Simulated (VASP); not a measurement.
# SiC3 (P-4m2) in VASP: a series of runs

SiC3 is run at these levels: LDA, PBEsol, PBE; tasks: single point.

Everything below comes from runs of VASP 6.6.1. Logs are shortened: lines on timing, memory, paths and dates and some standing lists are left out, and cuts for length are marked.

## 1. The cell of the first run

Symmetry: P-4m2, No. 115, tetragonal system. The conventional cell has a = 2.796 Å, b = 2.796 Å, c = 4.090 Å, α = 90.00°, β = 90.00°, γ = 90.00°. C (site symmetry 2mm) has 2 C at 1.65 Å and 2 Si at 1.82 Å within 2.2 Å. Within 2.2 Å of C (site symmetry -4m2) lie 4 C at 1.65 Å. Within 2.4 Å of Si (site symmetry -4m2) lie 4 C at 1.82 Å.

## 2. Single point, LDA

INCAR reads:

```
SYSTEM = SiC3
PREC = Accurate
ENCUT = 520
EDIFF = 1E-7
ISMEAR = 0
SIGMA = 0.01
LREAL = .FALSE.
LASPH = .TRUE.
NELM = 60
ALGO = Normal
ISIF = 2
LWAVE = .FALSE.
LCHARG = .FALSE.
GGA = CA
NBANDS = 16
```

KPOINTS reads:

```
regular mesh
0
G
  4 4 4
  0 0 0
```

POSCAR reads:

```
SiC3
1.0
    2.7964006874      0.0000000000      0.0000000000
    0.0000000000      2.7964006874      0.0000000000
    0.0000000000      0.0000000000      4.0900436006
C Si
3 1
Direct
    0.5000000000      0.0000000000      0.7862689761
    0.5000000000      0.5000000000      0.0000000000
    0.0000000000      0.5000000000      0.2137310239
    0.0000000000      0.0000000000      0.5000000000
```

Potentials or basis: VASP PAW LDA potentials, release 64 (C, Si).

The run is started by

```
cat potpaw_LDA.64/C/POTCAR potpaw_LDA.64/Si/POTCAR > POTCAR
mpirun -np 1 vasp_std > vasp.out
```

OUTCAR:

```text
SYSTEM = SiC3
   PREC = Accurate
   ENCUT = 520
   EDIFF = 1E-7
   ISMEAR = 0
   LREAL = .FALSE.
   LASPH = .TRUE.
   NELM = 60
   ISIF = 2
   GGA = CA

 ion  position               nearest neighbor table
   1  0.500  0.000  0.786-   2 1.65   2 1.65   4 1.82   4 1.82
   2  0.500  0.500  0.000-   1 1.65   3 1.65   1 1.65   3 1.65
   3  0.000  0.500  0.214-   2 1.65   2 1.65   4 1.82   4 1.82
   4  0.000  0.000  0.500-   1 1.82   3 1.82   3 1.82   1 1.82

  LATTYP: Found a simple tetragonal cell.
 ALAT       =     2.7964006874
 C/A-ratio  =     1.4626099969

  Lattice vectors:

 A1 = (   2.7964006874,   0.0000000000,   0.0000000000)
 A2 = (   0.0000000000,   2.7964006874,   0.0000000000)
 A3 = (   0.0000000000,   0.0000000000,   4.0900436006)

Analysis of symmetry for initial positions (statically):
=====================================================================
 Subroutine PRICEL returns:
 Original cell was already a primitive cell.

 Routine SETGRP: Setting up the symmetry group for a
 simple tetragonal supercell.

 Subroutine GETGRP returns: Found  8 space group operations
 (whereof  8 operations were pure point group operations)
 out of a pool of 16 trial point group operations.

The static configuration has the point symmetry D_2d.

Analysis of symmetry for dynamics (positions and initial velocities):
=====================================================================
 Subroutine PRICEL returns:
 Original cell was already a primitive cell.

 Routine SETGRP: Setting up the symmetry group for a
 simple tetragonal supercell.

 Subroutine GETGRP returns: Found  8 space group operations
 (whereof  8 operations were pure point group operations)
 out of a pool of 16 trial point group operations.

The dynamic configuration has the point symmetry D_2d.

 Subroutine INISYM returns: Found  8 space group operations
 (whereof  8 operations are pure point group operations),
 and found     1 'primitive' translations

----------------------------------------------------------------------------------------

                                     Primitive cell

  volume of cell :      31.9836

  direct lattice vectors                    reciprocal lattice vectors
     2.796400687  0.000000000  0.000000000     0.357602544  0.000000000  0.000000000
     0.000000000  2.796400687  0.000000000     0.000000000  0.357602544  0.000000000
     0.000000000  0.000000000  4.090043601     0.000000000  0.000000000  0.244496171

  length of vectors
     2.796400687  2.796400687  4.090043601     0.357602544  0.357602544  0.244496171

  position of ions in fractional coordinates (direct lattice)
     0.500000000  0.000000000  0.786268976
     0.500000000  0.500000000  0.000000000
     0.000000000  0.500000000  0.213731024
     0.000000000  0.000000000  0.500000000

  ion indices of the primitive-cell ions
   primitive index   ion index
                 1           1
                 2           2
                 3           3
                 4           4

----------------------------------------------------------------------------------------

 KPOINTS: regular mesh

Automatic generation of k-mesh.
 Grid dimensions read from file:
 generate k-points for:    4    4    4

 Generating k-lattice:

  Cartesian coordinates                     Fractional coordinates (reciprocal lattice)
     0.089400636  0.000000000  0.000000000     0.250000000  0.000000000  0.000000000
     0.000000000  0.089400636  0.000000000     0.000000000  0.250000000  0.000000000
     0.000000000  0.000000000  0.061124043     0.000000000  0.000000000  0.250000000

  Length of vectors
     0.089400636  0.089400636  0.061124043

  Shift w.r.t. Gamma in fractional coordinates (k-lattice)
     0.000000000  0.000000000  0.000000000

 Subroutine IBZKPT returns following result:
 ===========================================

 Found     18 irreducible k-points:

 Following reciprocal coordinates:
            Coordinates               Weight
  0.000000  0.000000  0.000000      1.000000
  0.250000  0.000000  0.000000      4.000000
  0.500000  0.000000  0.000000      2.000000
  0.250000  0.250000  0.000000      4.000000
  0.500000  0.250000  0.000000      4.000000
  0.500000  0.500000  0.000000      1.000000
[... 10 lines left out ...]
  0.500000  0.250000  0.500000      4.000000
  0.500000  0.500000  0.500000      1.000000
   k-points           NKPTS =     18   k-points in BZ     NKDIM =     18   number of bands    NBANDS=     16
   number of dos      NEDOS =    301   number of ions     NIONS =      4
   total plane-waves  NPLWV =  17280
   dimension x,y,z NGX =    24 NGY =   24 NGZ =   30
   dimension x,y,z NGXF=    48 NGYF=   48 NGZF=   60
   ions per type =               3   1
   NGX,Y,Z   is equivalent  to a cutoff of  14.27, 14.27, 12.19 a.u.
   NGXF,Y,Z  is equivalent  to a cutoff of  28.54, 28.54, 24.39 a.u.
 SYSTEM =  SiC3
   PREC   = accura    normal or accurate (medium, high low for compatibility)
   ISTART =      0    job   : 0-new  1-cont  2-samecut
   ICHARG =      2    charge: 1-file 2-atom 10-const
   ISPIN  =      1    spin polarized calculation?
   LNONCOLLINEAR =      F non collinear calculations
   LSORBIT =      F    spin-orbit coupling
   LASPH  =      T    aspherical Exc in radial PAW
   ENCUT  =  520.0 eV  38.22 Ry    6.18 a.u.   5.20  5.20  7.60*2*pi/ulx,y,z
   NELM   =     60;   NELMIN=  2; NELMDL= -5     # of ELM steps
   EDIFF  = 0.1E-06   stopping-criterion for ELM
   LREAL  =      F    real-space projection
   EDIFFG = 0.1E-05   stopping-criterion for IOM
   NSW    =      0    number of steps for IOM
   IBRION =     -1    ionic relax: 0-MD 1-quasi-New 2-CG
   NFREE  =      0    steps in history (QN), initial steepest desc. (CG)
   ISIF   =      2    stress and relaxation
   ISYM   =      2    0-nonsym 1-usesym 2-fastsym
   POTIM  = 0.5000    time-step for ionic-motion
   TEBEG  =    0.0;   TEEND  =   0.0 temperature during run
   PSTRESS=    0.0 pullay stress
   NELECT =      16.0000    total number of electrons
   NUPDOWN=      -1.0000    fix difference up-down
   EMIN   =  10.00;   EMAX   =-10.00  energy-range for DOS
   EFERMI =   0.00;   METHOD = LEGACY
   ISMEAR =     0;   SIGMA  =   0.01  broadening in eV -4-tet -1-fermi 0-gaus
   EFERMI_NEDOS =   21; number of points for ismear=-14 and -15
   IALGO  =     38    algorithm
   IMIX   =      4    mixing-type and parameters
     AMIX     =   0.40;   BMIX     =  1.00
     AMIX_MAG =   1.60;   BMIX_MAG =  1.00
  volume/ion in A,a.u.               =       8.00        53.96
  Fermi-wavevector in a.u.,A,eV,Ry     =   1.299589  2.455866 22.979297  1.688931
  Thomas-Fermi vector in A             =   2.430843
   LORBIT       =      0    0 simple, 1 ext, 2 COOP (PROOUT), +10 PAW based schemes
   GGA     = CA    functional components
   LHFCALC =     F    Hartree Fock is set to
   AEXX    =    0.0000 exact exchange contribution
   IVDW    =     0    specifies the selected vdW correction
   LEPSILON=     F    determine dielectric tensor
   LRPA    =     F    only Hartree local field effects (RPA)
 non-spin polarized calculation
 Gauss-broadening in eV      SIGMA  =   0.01
  energy-cutoff  :      520.00
  volume of cell :       31.98
 maximum number of plane-waves:       888
 NGX is ok and might be reduce to    24
   NGX = 11   NGY = 11   NGZ = 15

 number of electron      16.0000000 magnetization

 Free energy of the ion-electron system (eV)
  ---------------------------------------------------
  ext. energy  EPLUGINS =         0.00000000
  ---------------------------------------------------
  free energy    TOTEN  =       -34.57516400 eV

  energy without entropy =      -34.57516400  energy(sigma->0) =      -34.57516400

 E-fermi :   9.5390     XC(G=0): -12.3209

 val. band max:        9.4157279204   @ k =   0.0000   0.0000   0.0000
 cond. band min:      10.9701724280   @ k =   0.5000   0.5000   0.0000
 fundamental gap:      1.5544445076
 Fermi energy:         9.5389847195

 k-point     1 :       0.0000    0.0000    0.0000
  band No.  band energies     occupation
      1      -9.1655      2.00000
      2      -2.5142      2.00000
      3      -1.3651      2.00000
      4       3.9505      2.00000
      5       3.9505      2.00000
      6       8.7276      2.00000
[... 8 lines left out ...]
     15      22.7412      0.00000
     16      23.9195      0.00000

 k-point     2 :       0.2500    0.0000    0.0000
  band No.  band energies     occupation
      1      -8.2316      2.00000
      2      -2.4189      2.00000
      3      -0.7669      2.00000
      4       1.3825      2.00000
      5       4.5506      2.00000
      6       6.0339      2.00000
[... 8 lines left out ...]
     15      22.1980      0.00000
     16      22.8732      0.00000

 k-point     3 :       0.5000    0.0000    0.0000
  band No.  band energies     occupation
      1      -6.1168      2.00000
      2      -4.7510      2.00000
      3       0.5625      2.00000
      4       2.5906      2.00000
      5       2.9926      2.00000
      6       3.1565      2.00000
[... 8 lines left out ...]
     15      20.6067      0.00000
     16      21.8947      0.00000

 k-point     4 :       0.2500    0.2500    0.0000
  band No.  band energies     occupation
      1      -7.3122      2.00000
      2      -1.9512      2.00000
      3      -0.6047      2.00000
      4       2.1107      2.00000
      5       2.1451      2.00000
      6       5.6371      2.00000
[... 8 lines left out ...]
     15      19.5374      0.00000
     16      21.8721      0.00000
[... 210 lines left out ...]
 k-point    16 :       0.2500    0.2500    0.5000
  band No.  band energies     occupation
      1      -6.3836      2.00000
      2      -4.4782      2.00000
      3       0.9710      2.00000
      4       1.3743      2.00000
      5       3.2772      2.00000
      6       3.8251      2.00000
[... 8 lines left out ...]
     15      19.6062      0.00000
     16      21.9876      0.00000

 k-point    17 :       0.5000    0.2500    0.5000
  band No.  band energies     occupation
      1      -4.7365      2.00000
      2      -3.1607      2.00000
      3      -1.2456      2.00000
      4      -0.1880      2.00000
      5       2.6597      2.00000
      6       5.3187      2.00000
[... 8 lines left out ...]
     15      20.3962      0.00000
     16      23.1213      0.00000

 k-point    18 :       0.5000    0.5000    0.5000
  band No.  band energies     occupation
      1      -2.7220      2.00000
      2      -1.9792      2.00000
      3      -1.9792      2.00000
      4       1.9792      2.00000
      5       2.2684      2.00000
      6       2.6668      2.00000
[... 8 lines left out ...]
     15      19.1442      0.00000
     16      21.7487      0.00000

------------------------ aborting loop because EDIFF is reached ----------------------------------------

  FORCE on cell =-STRESS in cart. coord.  units (eV):
  Direction    XX          YY          ZZ          XY          YZ          ZX
  --------------------------------------------------------------------------------------
  -------------------------------------------------------------------------------------
  Total       -1.1683329     -1.1683329     -1.4316560      0.0000000     -0.0000000      0.0000000
  in kB      -58.5262189    -58.5262189    -71.7170693      0.0000000     -0.0000000      0.0000000
  external PRESSURE =     -62.9231690 kB  Pullay stress =       0.0000000 kB

 VOLUME and BASIS-vectors are now :
 -----------------------------------------------------------------------------
  energy-cutoff  :      520.00
  volume of cell :       31.98
      direct lattice vectors                 reciprocal lattice vectors
     2.796400687  0.000000000  0.000000000     0.357602544  0.000000000  0.000000000
     0.000000000  2.796400687  0.000000000     0.000000000  0.357602544  0.000000000
     0.000000000  0.000000000  4.090043601     0.000000000  0.000000000  0.244496171

 POSITION                                       TOTAL-FORCE (eV/Angst)
 -----------------------------------------------------------------------------------
      1.39820      0.00000      3.21587        -0.000000     -0.000000      0.377161
      1.39820      1.39820      0.00000         0.000000      0.000000      0.000000
      0.00000      1.39820      0.87417         0.000000     -0.000000     -0.377161
      0.00000      0.00000      2.04502         0.000000     -0.000000      0.000000
 -----------------------------------------------------------------------------------
    total drift:                                0.000000     -0.000000     -0.000000

  FREE ENERGIE OF THE ION-ELECTRON SYSTEM (eV)
  ---------------------------------------------------
  free  energy   TOTEN  =       -34.5751640039 eV

  energy  without entropy=      -34.5751640039  energy(sigma->0) =      -34.57516400
```

It took 3.8 s on 1 thread of Intel Xeon 6975P-C (Granite Rapids), shared host; peak memory 0.12 GiB.

What came out:

```
Free energy            : -34.5752 eV
Pressure               : -6.3 GPa
Largest force          : 0.377 eV/Å
Band gap on the k mesh : 1.55 eV, indirect (least direct gap 1.78 eV)
```

Forces in eV/Å, atoms in the order of the input:
```
C    0.000  0.000  0.377
C    0.000  0.000  0.000
C    0.000  0.000 -0.377
Si   0.000  0.000  0.000
```

Caveat: the k points lie up to 0.56 Å⁻¹ apart. A k mesh can miss the band edges.

## 3. Single point, PBEsol

INCAR reads:

```
ALGO = Normal
EDIFF = 1E-7
ENCUT = 520
GGA = PS
ISIF = 2
ISMEAR = 0
LASPH = T
LCHARG = F
LREAL = F
LWAVE = F
NBANDS = 16
NELM = 80
PREC = Accurate
SIGMA = 0.01
```

KPOINTS reads:

```
k-points
0
Gamma
  4 4 4
```

POSCAR is that of step 2.

Potentials or basis: VASP PAW PBE potentials, release 64 (C, Si).

The run is started by

```
cat potpaw_PBE.64/C/POTCAR potpaw_PBE.64/Si/POTCAR > POTCAR
mpirun -np 1 vasp_std > vasp.out
```

Run time: 4.2 s. Hardware: 1 thread of Intel Xeon 6975P-C (Granite Rapids), shared host; peak memory 0.14 GiB.

Results (log left out):

```
Free energy            : -32.8771 eV
Pressure               : -0.7 GPa
Largest force          : 0.446 eV/Å
Band gap on the k mesh : 1.48 eV, indirect (least direct gap 1.71 eV)
```

Forces on the atoms (eV/Å):
```
C    0.000  0.000  0.446
C    0.000  0.000  0.000
C    0.000  0.000 -0.446
Si   0.000  0.000  0.000
```

Stress tensor (GPa, compression positive):
```
-0.44  0.00  0.00
 0.00 -0.44  0.00
 0.00  0.00 -1.15
```

Levels at points of the mesh, in eV from the valence-band top:
| k point | band 6 | band 7 | band 8 | band 9 | band 10 | band 11 |
| --- | --- | --- | --- | --- | --- | --- |
| (0.00, 0.00, 0.00) | -0.69 | 0.00 | 0.00 | 1.71 | 2.77 | 4.98 |
| (0.50, 0.00, 0.00) | -6.32 | -4.03 | -0.85 | 4.66 | 5.71 | 5.98 |
| (0.50, 0.50, 0.00) | -5.35 | -5.35 | -3.90 | 1.48 | 1.48 | 1.82 |
| (0.00, 0.00, 0.50) | -4.07 | -1.47 | -1.47 | 2.59 | 2.87 | 5.87 |
| (0.50, 0.00, 0.50) | -2.73 | -2.28 | -0.73 | 2.96 | 5.50 | 6.10 |
| (0.50, 0.50, 0.50) | -6.79 | -6.79 | -6.41 | 5.28 | 5.28 | 5.92 |

Caveat: the k points lie up to 0.56 Å⁻¹ apart; the PAW data sets were made with another functional, which shifts forces and pressure a little. Expect the measured gap to be larger: semilocal functionals such as PBEsol lack the derivative discontinuity.

(Continued in part 2 of 2.)
